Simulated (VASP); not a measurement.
# LiBr (Fm-3m) in VASP: a series of runs

The runs below take LiBr through single point, with PBE.

Program: VASP 6.6.1. These are calculated values, not measurements. Logs are shortened: lines on timing, memory, paths and dates and some standing lists are left out, and cuts for length are marked.

## 1. The cell of the first run

It takes space group Fm-3m (No. 225, cubic). The conventional cell has a = 5.556 Å, b = 5.556 Å, c = 5.556 Å, α = 90.00°, β = 90.00°, γ = 90.00°. Within 3.7 Å of Li (site symmetry m-3m) lie 6 Br at 2.78 Å. Within 3.7 Å of Br (site symmetry m-3m) lie 6 Li at 2.78 Å.

## 2. Single point, PBE

Contents of INCAR:

```
PREC     = Accurate       # precision mode
ENCUT    = 750            # plane-wave cutoff, eV
EDIFF    = 1E-6           # SCF threshold, eV
ISMEAR   = 0              # smearing method
SIGMA    = 0.01           # smearing width, eV
LREAL    = False          # projectors in reciprocal space
LASPH    = True           # aspherical terms in the spheres
NELM     = 120            # most SCF steps
ALGO     = Normal         # electronic algorithm
ISIF     = 2              # what is computed and relaxed
LWAVE    = False          # write WAVECAR
LCHARG   = True           # write CHGCAR
GGA      = PE             # functional
LELF     = True           # ELF
LVHAR    = True         
NBANDS   = 12             # bands
GGA_COMPAT= False
```

Contents of KPOINTS:

```
Automatic mesh
0
Gamma
  6 6 6
```

Contents of POSCAR:

```
LiBr
1.0
    0.0000000000      2.7778859297      2.7778859297
    2.7778859297      0.0000000000      2.7778859297
    2.7778859297      2.7778859297      0.0000000000
Li Br
1 1
Direct
    0.0000000000      0.0000000000      0.0000000000
    0.5000000000      0.5000000000      0.5000000000
```

Potentials or basis: VASP PAW PBE potentials, release 64 (Li_sv, Br).

Run with:

```sh
$ cat potpaw_PBE.64/Li_sv/POTCAR potpaw_PBE.64/Br/POTCAR > POTCAR
$ mpirun -np 1 vasp_std > vasp.out
```

OUTCAR:

```text
PREC = Accurate
   ENCUT = 750
   EDIFF = 1E-6
   ISMEAR = 0
   LREAL = False
   LASPH = True
   NELM = 120
   ISIF = 2
   GGA = PE

 ion  position               nearest neighbor table
   1  0.000  0.000  0.000-
   2  0.500  0.500  0.500-

  LATTYP: Found a face centered cubic cell.
 ALAT       =     5.5557718594

  Lattice vectors:

 A1 = (   0.0000000000,   2.7778859297,   2.7778859297)
 A2 = (   2.7778859297,   0.0000000000,   2.7778859297)
 A3 = (   2.7778859297,   2.7778859297,   0.0000000000)

Analysis of symmetry for initial positions (statically):
=====================================================================
 Subroutine PRICEL returns:
 Original cell was already a primitive cell.

 Routine SETGRP: Setting up the symmetry group for a
 face centered cubic supercell.

 Subroutine GETGRP returns: Found 48 space group operations
 (whereof 48 operations were pure point group operations)
 out of a pool of 48 trial point group operations.

The static configuration has the point symmetry O_h .

Analysis of symmetry for dynamics (positions and initial velocities):
=====================================================================
 Subroutine PRICEL returns:
 Original cell was already a primitive cell.

 Routine SETGRP: Setting up the symmetry group for a
 face centered cubic supercell.

 Subroutine GETGRP returns: Found 48 space group operations
 (whereof 48 operations were pure point group operations)
 out of a pool of 48 trial point group operations.

The dynamic configuration has the point symmetry O_h .

 Subroutine INISYM returns: Found 48 space group operations
 (whereof 48 operations are pure point group operations),
 and found     1 'primitive' translations

----------------------------------------------------------------------------------------

                                     Primitive cell

  volume of cell :      42.8719

  direct lattice vectors                    reciprocal lattice vectors
     0.000000000  2.777885930  2.777885930    -0.179992992  0.179992992  0.179992992
     2.777885930  0.000000000  2.777885930     0.179992992 -0.179992992  0.179992992
     2.777885930  2.777885930  0.000000000     0.179992992  0.179992992 -0.179992992

  length of vectors
     3.928523957  3.928523957  3.928523957     0.311757007  0.311757007  0.311757007

  position of ions in fractional coordinates (direct lattice)
     0.000000000  0.000000000  0.000000000
     0.500000000  0.500000000  0.500000000

  ion indices of the primitive-cell ions
[... 75 lines left out ...]
   TEBEG  =    0.0;   TEEND  =   0.0 temperature during run
   PSTRESS=    0.0 pullay stress
   NELECT =      10.0000    total number of electrons
   NUPDOWN=      -1.0000    fix difference up-down
   EMIN   =  10.00;   EMAX   =-10.00  energy-range for DOS
   EFERMI =   0.00;   METHOD = LEGACY
   ISMEAR =     0;   SIGMA  =   0.01  broadening in eV -4-tet -1-fermi 0-gaus
   EFERMI_NEDOS =   21; number of points for ismear=-14 and -15
   IALGO  =     38    algorithm
   IMIX   =      4    mixing-type and parameters
     AMIX     =   0.40;   BMIX     =  1.00
     AMIX_MAG =   1.60;   BMIX_MAG =  1.00
  volume/ion in A,a.u.               =      21.44       144.66
  Fermi-wavevector in a.u.,A,eV,Ry     =   1.007744  1.904361 13.817382  1.015549
  Thomas-Fermi vector in A             =   2.140568
   LORBIT       =      0    0 simple, 1 ext, 2 COOP (PROOUT), +10 PAW based schemes
   GGA     = PE    functional components
   LHFCALC =     F    Hartree Fock is set to
   AEXX    =    0.0000 exact exchange contribution
   IVDW    =     0    specifies the selected vdW correction
   LEPSILON=     F    determine dielectric tensor
   LRPA    =     F    only Hartree local field effects (RPA)
 non-spin polarized calculation
 Gauss-broadening in eV      SIGMA  =   0.01
  energy-cutoff  :      750.00
  volume of cell :       42.87
 maximum number of plane-waves:      2012
   NGX = 17   NGY = 17   NGZ = 17

 number of electron      10.0000000 magnetization

 number of electron       9.9999999 magnetization

 Free energy of the ion-electron system (eV)
  ---------------------------------------------------
  ext. energy  EPLUGINS =         0.00000000
  ---------------------------------------------------
  free energy    TOTEN  =        -6.63920831 eV

  energy without entropy =       -6.63920831  energy(sigma->0) =       -6.63920831

 E-fermi :   0.1748     XC(G=0):  -8.3031

 val. band max:        0.1087477921   @ k =   0.0000   0.0000   0.0000
 cond. band min:       4.9252859873   @ k =   0.0000   0.0000   0.0000
 fundamental gap:      4.8165381952
 Fermi energy:         0.1747940389

 k-point     1 :       0.0000    0.0000    0.0000
  band No.  band energies     occupation
      1     -44.3371      2.00000
      2     -13.2259      2.00000
      3       0.1087      2.00000
      4       0.1087      2.00000
      5       0.1087      2.00000
      6       4.9253      0.00000
      7      10.5844      0.00000
      8      10.5844      0.00000
      9      10.5844      0.00000
     10      12.2162      0.00000
     11      12.2162      0.00000
     12      12.2162      0.00000
[... 211 lines left out ...]
 k-point    16 :      -0.3333    0.5000    0.1667
  band No.  band energies     occupation
      1     -44.3360      2.00000
      2     -12.6186      2.00000
      3      -2.3005      2.00000
      4      -1.4900      2.00000
      5      -0.9741      2.00000
      6       7.1968      0.00000
      7       8.4034      0.00000
      8       9.7828      0.00000
      9      10.4898      0.00000
     10      13.0182      0.00000
     11      15.1940      0.00000
     12      17.0955      0.00000

------------------------ aborting loop because EDIFF is reached ----------------------------------------

  FORCE on cell =-STRESS in cart. coord.  units (eV):
  Direction    XX          YY          ZZ          XY          YZ          ZX
  --------------------------------------------------------------------------------------
  -------------------------------------------------------------------------------------
  Total       -0.1692914     -0.1692914     -0.1692914      0.0000000      0.0000000      0.0000000
  in kB       -6.3266262     -6.3266262     -6.3266262      0.0000000      0.0000000      0.0000000
  external PRESSURE =      -6.3266262 kB  Pullay stress =       0.0000000 kB

 VOLUME and BASIS-vectors are now :
 -----------------------------------------------------------------------------
  energy-cutoff  :      750.00
  volume of cell :       42.87
      direct lattice vectors                 reciprocal lattice vectors
     0.000000000  2.777885930  2.777885930    -0.179992992  0.179992992  0.179992992
     2.777885930  0.000000000  2.777885930     0.179992992 -0.179992992  0.179992992
     2.777885930  2.777885930  0.000000000     0.179992992  0.179992992 -0.179992992

 POSITION                                       TOTAL-FORCE (eV/Angst)
 -----------------------------------------------------------------------------------
      0.00000      0.00000      0.00000         0.000000      0.000000      0.000000
      2.77789      2.77789      2.77789        -0.000000     -0.000000     -0.000000
 -----------------------------------------------------------------------------------
    total drift:                                0.000000      0.000000      0.000000

  FREE ENERGIE OF THE ION-ELECTRON SYSTEM (eV)
  ---------------------------------------------------
  free  energy   TOTEN  =        -6.6392083072 eV

  energy  without entropy=       -6.6392083072  energy(sigma->0) =       -6.63920831
```

Run time: 16 s. Hardware: 1 thread of AMD EPYC 7R43 (Zen 3), shared host; peak memory 0.17 GiB.

Results:

```yaml
Free_energy: -6.6392 eV
Pressure: -0.6 GPa
Band_gap_on_the_k_mesh: 4.82 eV, direct
```

## 3. Single point, PBE

This run uses another cell than the first one, of 22.06 Å³/atom, 1.029 times its volume.

Contents of INCAR:

```
  ALGO = Normal
  EDIFF = 1E-6
  ENCUT = 750
  GGA = PE
  GGA_COMPAT = F
  ISIF = 2
  ISMEAR = 0
  LASPH = T
  LCHARG = F
  LREAL = F
  LWAVE = F
  NBANDS = 12
  NELM = 120
  PREC = Accurate
  SIGMA = 0.01
```

Contents of KPOINTS:

```
k-points
0
Gamma
  6 6 6
```

Contents of POSCAR:

```
LiBr
1.0
    0.0000000000      2.8045980100      2.8045980100
    2.8045980100      0.0000000000      2.8045980100
    2.8045980100      2.8045980100      0.0000000000
Li Br
1 1
Direct
    0.0000000000      0.0000000000      0.0000000000
    0.5000000000      0.5000000000      0.5000000000
```

Potentials or basis: VASP PAW PBE potentials, release 64 (Li_sv, Br).

Run with:

```sh
$ cat potpaw_PBE.64/Li_sv/POTCAR potpaw_PBE.64/Br/POTCAR > POTCAR
$ mpirun -np 1 vasp_std > vasp.out
```

Wall time 14 s (1 thread of AMD EPYC 7R43 (Zen 3), shared host); peak memory 0.17 GiB.

The run converged. Its results:

```
Free energy            : -6.6320 eV
Pressure               : -1.3 GPa
Band gap on the k mesh : 4.70 eV, direct
```

Levels at points of the mesh, in eV from the valence-band top:
```tsv
k point	band 1	band 2	band 3	band 4	band 5	band 6	band 7	band 8	band 9	band 10
(0.00, 0.00, 0.00)	-44.50	-13.25	0.00	0.00	0.00	4.70	10.45	10.45	10.45	11.98
(0.50, 0.00, 0.00)	-44.50	-12.84	-2.64	-0.24	-0.24	5.59	8.08	8.08	11.19	13.77
(0.50, 0.50, 0.00)	-44.50	-12.68	-2.62	-1.03	-1.03	6.16	7.20	11.15	12.05	12.05
```

As with any semilocal functional, this PBE gap is likely too small.
